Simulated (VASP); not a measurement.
# Rb (Fm-3m) in VASP: a series of runs

Aim: see how the results for Rb move with the level of theory and the settings. Levels: LDA, PBEsol, PBE. Tasks: single point.

Everything below comes from runs of VASP 6.6.1. Logs are shortened: lines on timing, memory, paths and dates and some standing lists are left out, and cuts for length are marked.

## Step 1: The cell of the first run

Symmetry: Fm-3m, No. 225, cubic system. The conventional cell has a = 7.280 Å, b = 7.280 Å, c = 7.280 Å, α = 90.00°, β = 90.00°, γ = 90.00°.

## Step 2: Single point, LDA

Input file INCAR:

```
PREC = Accurate
ENCUT = 500
EDIFF = 1E-6
ISMEAR = 0
SIGMA = 0.1
LREAL = F
LASPH = T
NELM = 120
ALGO = Normal
ISIF = 2
LWAVE = F
LCHARG = F
NBANDS = 10
GGA_COMPAT = F
```

Input file KPOINTS:

```
regular mesh
0
Gamma
  4 4 4
```

Input file POSCAR:

```
Rb
1.0
    0.0000000000      3.6398846700      3.6398846700
    3.6398846700      0.0000000000      3.6398846700
    3.6398846700      3.6398846700      0.0000000000
Rb
1
Direct
    0.0000000000      0.0000000000      0.0000000000
```

Potentials or basis: VASP PAW LDA potentials, release 64 (Rb_sv).

Started as:

```bash
> cat potpaw_LDA.64/Rb_sv/POTCAR > POTCAR
> mpirun -np 1 vasp_std > vasp.out
```

OUTCAR:

```text
PREC = Accurate
   ENCUT = 500
   EDIFF = 1E-6
   ISMEAR = 0
   LREAL = F
   LASPH = T
   NELM = 120
   ISIF = 2

 ion  position               nearest neighbor table
   1  0.000  0.000  0.000-

  LATTYP: Found a face centered cubic cell.
 ALAT       =     7.2797693400

  Lattice vectors:

 A1 = (   0.0000000000,   3.6398846700,   3.6398846700)
 A2 = (   3.6398846700,   0.0000000000,   3.6398846700)
 A3 = (   3.6398846700,   3.6398846700,   0.0000000000)

Analysis of symmetry for initial positions (statically):
=====================================================================
 Subroutine PRICEL returns:
 Original cell was already a primitive cell.

 Routine SETGRP: Setting up the symmetry group for a
 face centered cubic supercell.

 Subroutine GETGRP returns: Found 48 space group operations
 (whereof 48 operations were pure point group operations)
 out of a pool of 48 trial point group operations.

The static configuration has the point symmetry O_h .

Analysis of symmetry for dynamics (positions and initial velocities):
=====================================================================
 Subroutine PRICEL returns:
 Original cell was already a primitive cell.

 Routine SETGRP: Setting up the symmetry group for a
 face centered cubic supercell.

 Subroutine GETGRP returns: Found 48 space group operations
 (whereof 48 operations were pure point group operations)
 out of a pool of 48 trial point group operations.

The dynamic configuration has the point symmetry O_h .

 Subroutine INISYM returns: Found 48 space group operations
 (whereof 48 operations are pure point group operations),
 and found     1 'primitive' translations

----------------------------------------------------------------------------------------

                                     Primitive cell

  volume of cell :      96.4479

  direct lattice vectors                    reciprocal lattice vectors
     0.000000000  3.639884670  3.639884670    -0.137366990  0.137366990  0.137366990
     3.639884670  0.000000000  3.639884670     0.137366990 -0.137366990  0.137366990
     3.639884670  3.639884670  0.000000000     0.137366990  0.137366990 -0.137366990

  length of vectors
     5.147574266  5.147574266  5.147574266     0.237926605  0.237926605  0.237926605

  position of ions in fractional coordinates (direct lattice)
     0.000000000  0.000000000  0.000000000
[... 61 lines left out ...]
   EDIFFG = 0.1E-04   stopping-criterion for IOM
   NSW    =      0    number of steps for IOM
   IBRION =     -1    ionic relax: 0-MD 1-quasi-New 2-CG
   NFREE  =      0    steps in history (QN), initial steepest desc. (CG)
   ISIF   =      2    stress and relaxation
   ISYM   =      2    0-nonsym 1-usesym 2-fastsym
   POTIM  = 0.5000    time-step for ionic-motion
   TEBEG  =    0.0;   TEEND  =   0.0 temperature during run
   PSTRESS=    0.0 pullay stress
   NELECT =       9.0000    total number of electrons
   NUPDOWN=      -1.0000    fix difference up-down
   EMIN   =  10.00;   EMAX   =-10.00  energy-range for DOS
   EFERMI =   0.00;   METHOD = LEGACY
   ISMEAR =     0;   SIGMA  =   0.10  broadening in eV -4-tet -1-fermi 0-gaus
   EFERMI_NEDOS =   21; number of points for ismear=-14 and -15
   IALGO  =     38    algorithm
   IMIX   =      4    mixing-type and parameters
     AMIX     =   0.40;   BMIX     =  1.00
     AMIX_MAG =   1.60;   BMIX_MAG =  1.00
  volume/ion in A,a.u.               =      96.45       650.86
  Fermi-wavevector in a.u.,A,eV,Ry     =   0.742548  1.403213  7.501953  0.551378
  Thomas-Fermi vector in A             =   1.837453
   LORBIT       =      0    0 simple, 1 ext, 2 COOP (PROOUT), +10 PAW based schemes
   GGA     = CA    functional components
   LHFCALC =     F    Hartree Fock is set to
   AEXX    =    0.0000 exact exchange contribution
   IVDW    =     0    specifies the selected vdW correction
   LEPSILON=     F    determine dielectric tensor
   LRPA    =     F    only Hartree local field effects (RPA)
 non-spin polarized calculation
 Gauss-broadening in eV      SIGMA  =   0.10
  energy-cutoff  :      500.00
  volume of cell :       96.45
 maximum number of plane-waves:      2468
 NGX is ok and might be reduce to    40
   NGX = 19   NGY = 19   NGZ = 19

 number of electron       9.0000000 magnetization

 Free energy of the ion-electron system (eV)
  ---------------------------------------------------
  ext. energy  EPLUGINS =         0.00000000
  ---------------------------------------------------
  free energy    TOTEN  =        -0.98296730 eV

  energy without entropy =       -0.97101510  energy(sigma->0) =       -0.97699120

 E-fermi :  -0.1931     XC(G=0):  -5.5263

 val. band max:       -0.2282906433   @ k =   0.5000   0.0000   0.0000
 cond. band min:      -0.0996293909   @ k =   0.5000   0.2500   0.0000
 fundamental gap:      0.1286612524
 Fermi energy:        -0.1930619372

 k-point     1 :       0.0000    0.0000    0.0000
  band No.  band energies     occupation
      1     -29.1442      2.00000
      2     -13.2509      2.00000
      3     -13.2509      2.00000
      4     -13.2509      2.00000
      5      -2.2303      2.00000
      6       3.1353      0.00000
      7       3.1353      0.00000
      8       3.1353      0.00000
      9       4.3850      0.00000
     10       4.3850      0.00000
[... 79 lines left out ...]
 k-point     8 :      -0.2500    0.5000    0.2500
  band No.  band energies     occupation
      1     -29.1403      2.00000
      2     -13.3029      2.00000
      3     -13.3029      2.00000
      4     -13.2807      2.00000
      5       0.9059      0.00000
      6       1.1968      0.00000
      7       1.1968      0.00000
      8       1.9331      0.00000
      9       4.9159      0.00000
     10       4.9215      0.00000

------------------------ aborting loop because EDIFF is reached ----------------------------------------

  FORCE on cell =-STRESS in cart. coord.  units (eV):
  Direction    XX          YY          ZZ          XY          YZ          ZX
  --------------------------------------------------------------------------------------
  -------------------------------------------------------------------------------------
  Total       -0.2889650     -0.2889650     -0.2889650      0.0000000      0.0000000     -0.0000000
  in kB       -4.8002404     -4.8002404     -4.8002404      0.0000000      0.0000000     -0.0000000
  external PRESSURE =      -4.8002404 kB  Pullay stress =       0.0000000 kB

 VOLUME and BASIS-vectors are now :
 -----------------------------------------------------------------------------
  energy-cutoff  :      500.00
  volume of cell :       96.45
      direct lattice vectors                 reciprocal lattice vectors
     0.000000000  3.639884670  3.639884670    -0.137366990  0.137366990  0.137366990
     3.639884670  0.000000000  3.639884670     0.137366990 -0.137366990  0.137366990
     3.639884670  3.639884670  0.000000000     0.137366990  0.137366990 -0.137366990

 POSITION                                       TOTAL-FORCE (eV/Angst)
 -----------------------------------------------------------------------------------
      0.00000      0.00000      0.00000        -0.000000     -0.000000     -0.000000
 -----------------------------------------------------------------------------------
    total drift:                               -0.000000     -0.000000     -0.000000

  FREE ENERGIE OF THE ION-ELECTRON SYSTEM (eV)
  ---------------------------------------------------
  free  energy   TOTEN  =        -0.9829672956 eV

  energy  without entropy=       -0.9710150957  energy(sigma->0) =       -0.97699120
```

OSZICAR:

```text
N       E                     dE             d eps       ncg     rms          rms(c)
DAV:   1     0.516636085634E+02    0.51664E+02   -0.30060E+03   160   0.614E+02
DAV:   2     0.265232429912E+01   -0.49011E+02   -0.48239E+02   182   0.124E+02
DAV:   3    -0.786892169813E+00   -0.34392E+01   -0.34291E+01   212   0.363E+01
DAV:   4    -0.981528204592E+00   -0.19464E+00   -0.19442E+00   242   0.698E+00
DAV:   5    -0.983160420990E+00   -0.16322E-02   -0.16322E-02   194   0.702E-01    0.103E+00
DAV:   6    -0.982819874851E+00    0.34055E-03   -0.19670E-03   238   0.242E-01    0.610E-01
DAV:   7    -0.982918995025E+00   -0.99120E-04   -0.20572E-03   204   0.249E-01    0.444E-02
DAV:   8    -0.982960118389E+00   -0.41123E-04   -0.67350E-05   206   0.582E-02    0.172E-02
DAV:   9    -0.982967258183E+00   -0.71398E-05   -0.10799E-05   206   0.235E-02    0.533E-03
DAV:  10    -0.982967295644E+00   -0.37461E-07   -0.28446E-06   188   0.975E-03
   1 F= -.98296730E+00 E0= -.97699120E+00  d E =-.119522E-01
```

Wall time 13 s (1 thread of Intel Xeon 8259CL, shared host); peak memory 0.18 GiB.

Results:

* Free energy: -0.9830 eV
* Pressure: -0.5 GPa

Caveat: the k points lie up to 0.37 Å⁻¹ apart.

## Step 3: Single point, PBEsol

Input file INCAR:

```
ALGO     = Normal         # electronic algorithm
EDIFF    = 1E-6           # SCF threshold, eV
ENCUT    = 500            # plane-wave cutoff, eV
GGA      = PS             # functional
GGA_COMPAT= False        
ISIF     = 2              # what is computed and relaxed
ISMEAR   = 0              # smearing method
LASPH    = True           # aspherical terms in the spheres
LCHARG   = True           # write CHGCAR
LELF     = True           # ELF
LREAL    = False          # projectors in reciprocal space
LVHAR    = True         
LWAVE    = False          # write WAVECAR
NBANDS   = 10             # bands
NELECT   = 9.1          
NELM     = 120            # most SCF steps
PREC     = Accurate       # precision mode
SIGMA    = 0.1            # smearing width, eV
```

Input file KPOINTS:

```
k-points
0
Gamma
  4 4 4
```

Edit POSCAR of step 2 so:

```diff
@@ -8,2 +8,2 @@
 Direct
-    0.0000000000      0.0000000000      0.0000000000
+    0.0710000000      0.7160000000      0.3690000000
```

Potentials or basis: VASP PAW PBE potentials, release 64 (Rb_sv).

Started as:

```bash
> cat potpaw_PBE.64/Rb_sv/POTCAR > POTCAR
> mpirun -np 1 vasp_std > vasp.out
```

Wall time 24 s (1 thread of Intel Xeon 8259CL, shared host); peak memory 0.22 GiB.

Results (log left out):

```yaml
Free_energy: -0.9788 eV
```

Levels at points of the mesh, in eV from the Fermi level:
```csv
k point,band 2,band 3,band 4,band 5,band 6,band 7,band 8,band 9
"(0.00, 0.00, 0.00)",-13.04,-13.04,-13.04,-2.07,3.40,3.40,3.40,4.70
"(0.50, 0.00, 0.00)",-13.12,-13.05,-13.05,-0.03,0.45,3.19,3.19,5.22
"(0.50, 0.50, 0.00)",-13.11,-13.07,-13.07,0.49,1.16,1.68,4.12,4.12
```

Caveat: the k points lie up to 0.37 Å⁻¹ apart; the cell carries a net charge on a neutralising background, which shifts energy and pressure; the cell is charged against a uniform background, so pressure and absolute levels hang on convention; the PAW data sets were made with another functional, which shifts forces and pressure a little.

## Step 4: Single point, PBE, collinear spin, zero start

Input file INCAR:

```
SYSTEM = Rb
ALGO = Normal
EDIFF = 1E-6
ENCUT = 500
GGA = PE
GGA_COMPAT = .False.
ISIF = 2
ISMEAR = 0
ISPIN = 2
ISYM = 0
LASPH = .True.
LCHARG = .True.
LELF = .True.
LORBIT = 11
LREAL = .False.
LVHAR = .True.
LWAVE = .False.
MAGMOM = 0
NBANDS = 14
NELM = 200
PREC = Accurate
SIGMA = 0.1
```

Input file KPOINTS:

```
k-points
0
Gamma
  3 1 2
  0 0 0
```

Edit POSCAR of step 3 so:

```diff
@@ -8,2 +8,2 @@
 Direct
-    0.0710000000      0.7160000000      0.3690000000
+    0.0000000000      0.0000000000      0.0000000000
```

Potentials or basis: VASP PAW PBE potentials, release 64 (Rb_sv).

Started as:

```bash
> cat potpaw_PBE.64/Rb_sv/POTCAR > POTCAR
> mpirun -np 1 vasp_std > vasp.out
```

OUTCAR:

```text
SYSTEM = Rb
   EDIFF = 1E-6
   ENCUT = 500
   GGA = PE
   ISIF = 2
   ISMEAR = 0
   ISPIN = 2
   ISYM = 0
   LASPH = .True.
   LORBIT = 11
   LREAL = .False.
   NELM = 200
   PREC = Accurate

 ion  position               nearest neighbor table
   1  0.000  0.000  0.000-

IMPORTANT INFORMATION: All symmetrisations will be switched off!
NOSYMM: (Re-)initialisation of all symmetry stuff for point group C_1.

----------------------------------------------------------------------------------------

                                     Primitive cell

  volume of cell :      96.4479

  direct lattice vectors                    reciprocal lattice vectors
     0.000000000  3.639884670  3.639884670    -0.137366990  0.137366990  0.137366990
     3.639884670  0.000000000  3.639884670     0.137366990 -0.137366990  0.137366990
     3.639884670  3.639884670  0.000000000     0.137366990  0.137366990 -0.137366990

  length of vectors
     5.147574266  5.147574266  5.147574266     0.237926605  0.237926605  0.237926605

  position of ions in fractional coordinates (direct lattice)
     0.000000000  0.000000000  0.000000000

  ion indices of the primitive-cell ions
   primitive index   ion index
                 1           1

----------------------------------------------------------------------------------------

 KPOINTS: k-points

Automatic generation of k-mesh.
 Grid dimensions read from file:
 generate k-points for:    3    1    2

 Generating k-lattice:

  Cartesian coordinates                     Fractional coordinates (reciprocal lattice)
    -0.045788997  0.045788997  0.045788997     0.333333333  0.000000000  0.000000000
     0.137366990 -0.137366990  0.137366990     0.000000000  1.000000000  0.000000000
     0.068683495  0.068683495 -0.068683495     0.000000000  0.000000000  0.500000000

  Length of vectors
     0.079308868  0.237926605  0.118963303

  Shift w.r.t. Gamma in fractional coordinates (k-lattice)
     0.000000000  0.000000000  0.000000000

 -----------------------------------------------------------------------------
[... 123 lines left out ...]
     12       7.0116      0.00000
     13       7.0269      0.00000
     14       7.0278      0.00000
[... 36 lines left out ...]
  band No.  band energies     occupation
      1     -29.0298      1.00000
      2     -13.1463      1.00000
      3     -13.1249      1.00000
      4     -13.0962      1.00000
      5       0.2552      0.00000
      6       1.5072      0.00000
      7       1.7582      0.00000
      8       3.6221      0.00000
      9       3.8532      0.00000
     10       5.3746      0.00000
     11       5.7433      0.00000
     12       6.0757      0.00000
     13       6.4158      0.00000
     14       8.1373      0.00000
 Fermi energy:        -0.4177386263

 spin component 2

 k-point     1 :       0.0000    0.0000    0.0000
  band No.  band energies     occupation
      1     -29.0334      1.00000
      2     -13.0969      1.00000
      3     -13.0770      1.00000
      4     -13.0723      1.00000
      5      -2.0060      1.00000
      6       3.4261      0.00000
      7       3.4316      0.00000
      8       3.4362      0.00000
      9       4.7106      0.00000
     10       4.7123      0.00000
     11       5.7936      0.00000
     12       7.0115      0.00000
     13       7.0269      0.00000
     14       7.0277      0.00000
[... 37 lines left out ...]
      1     -29.0299      1.00000
      2     -13.1463      1.00000
      3     -13.1249      1.00000
      4     -13.0962      1.00000
      5       0.2552      0.00000
      6       1.5072      0.00000
      7       1.7582      0.00000
      8       3.6221      0.00000
      9       3.8532      0.00000
     10       5.3746      0.00000
     11       5.7434      0.00000
     12       6.0757      0.00000
     13       6.4159      0.00000
     14       8.1373      0.00000

------------------------ aborting loop because EDIFF is reached ----------------------------------------

  FORCE on cell =-STRESS in cart. coord.  units (eV):
  Direction    XX          YY          ZZ          XY          YZ          ZX
  --------------------------------------------------------------------------------------
  -------------------------------------------------------------------------------------
  Total       -0.2529972     -0.4051489     -0.2529973     -0.4910813      0.4910666     -0.3348766
  in kB       -4.2027492     -6.7302676     -4.2027497     -8.1577634      8.1575195     -5.5629155
  external PRESSURE =      -5.0452555 kB  Pullay stress =       0.0000000 kB

 VOLUME and BASIS-vectors are now :
 -----------------------------------------------------------------------------
  energy-cutoff  :      500.00
  volume of cell :       96.45
      direct lattice vectors                 reciprocal lattice vectors
     0.000000000  3.639884670  3.639884670    -0.137366990  0.137366990  0.137366990
     3.639884670  0.000000000  3.639884670     0.137366990 -0.137366990  0.137366990
     3.639884670  3.639884670  0.000000000     0.137366990  0.137366990 -0.137366990

 POSITION                                       TOTAL-FORCE (eV/Angst)
 -----------------------------------------------------------------------------------
      0.00000      0.00000      0.00000         0.000007      0.000001      0.000002
 -----------------------------------------------------------------------------------
    total drift:                                0.000007      0.000001      0.000002

  FREE ENERGIE OF THE ION-ELECTRON SYSTEM (eV)
  ---------------------------------------------------
  free  energy   TOTEN  =        -1.3611307338 eV

  energy  without entropy=       -1.3611307337  energy(sigma->0) =       -1.36113073

 total charge

# of ion       s       p       d       tot
------------------------------------------
    1        1.967   5.319   0.002   7.288

 magnetization (x)

# of ion       s       p       d       tot
------------------------------------------
    1        0.000  -0.000   0.000  -0.000
```

OSZICAR:

```text
N       E                     dE             d eps       ncg     rms          rms(c)
DAV:   1     0.390473936795E+02    0.39047E+02   -0.29071E+03   224   0.435E+02
DAV:   2     0.103342217226E+01   -0.38014E+02   -0.36615E+02   284   0.101E+02
DAV:   3    -0.124072793963E+01   -0.22742E+01   -0.22681E+01   300   0.224E+01
DAV:   4    -0.135816797817E+01   -0.11744E+00   -0.11742E+00   294   0.436E+00
DAV:   5    -0.135915939594E+01   -0.99142E-03   -0.99142E-03   308   0.402E-01    0.925E-01
DAV:   6    -0.135994586348E+01   -0.78647E-03   -0.11113E-03   262   0.154E-01    0.559E-01
DAV:   7    -0.136098759067E+01   -0.10417E-02   -0.23070E-03   236   0.228E-01    0.523E-02
DAV:   8    -0.136111491697E+01   -0.12733E-03   -0.18039E-04   262   0.796E-02    0.448E-02
DAV:   9    -0.136112662761E+01   -0.11711E-04   -0.18289E-05   254   0.309E-02    0.182E-02
DAV:  10    -0.136112985806E+01   -0.32304E-05   -0.31703E-06   286   0.813E-03    0.712E-03
DAV:  11    -0.136113073375E+01   -0.87569E-06   -0.17697E-06   248   0.573E-03
   1 F= -.13611307E+01 E0= -.13611307E+01  d E =-.116405E-10  mag=    -0.0000
```

stdout:

```text
POSCAR found type information on POSCAR Rb
 POSCAR found :  1 types and       1 ions
 scaLAPACK will be used
 LDA part: xc-table for (Slater+PW92), standard interpolation
 -----------------------------------------------------------------------------
|                                                                             |
|           W    W    AA    RRRRR   N    N  II  N    N   GGGG   !!!           |
|           W    W   A  A   R    R  NN   N  II  NN   N  G    G  !!!           |
|           W    W  A    A  R    R  N N  N  II  N N  N  G       !!!           |
|           W WW W  AAAAAA  RRRRR   N  N N  II  N  N N  G  GGG   !            |
|           WW  WW  A    A  R   R   N   NN  II  N   NN  G    G                |
|           W    W  A    A  R    R  N    N  II  N    N   GGGG   !!!           |
|                                                                             |
|     Your reciprocal lattice and k-lattice belong to different lattice       |
|     classes:                                                                |
|                                                                             |
|        The reciprocal lattice is body-centered cubic,                       |
|        whereas your k-lattice is face-centered orthorhombic.                |
|                                                                             |
|     Results are often still useful ...                                      |
|                                                                             |
 -----------------------------------------------------------------------------

 POSCAR, INCAR and KPOINTS ok, starting setup
 FFT: planning ... GRIDC
 FFT: planning ... GRID_SOFT
 FFT: planning ... GRID
 WAVECAR not read
 entering main loop
```

It took 40 s on 1 thread of Intel Xeon 8259CL, shared host; peak memory 0.26 GiB.

Results:

* Free energy: -1.3611 eV
* Pressure: -0.5 GPa
* Net moment: 0.00 μB per cell
* Valence electrons inside the program's atomic spheres: Rb 7.29

Stress tensor (GPa, compression positive):
```
-0.42 -0.82 -0.56
-0.82 -0.67  0.82
-0.56  0.82 -0.42
```

Caveat: the k points lie up to 1.49 Å⁻¹ apart.

(Continued in part 2 of 2.)
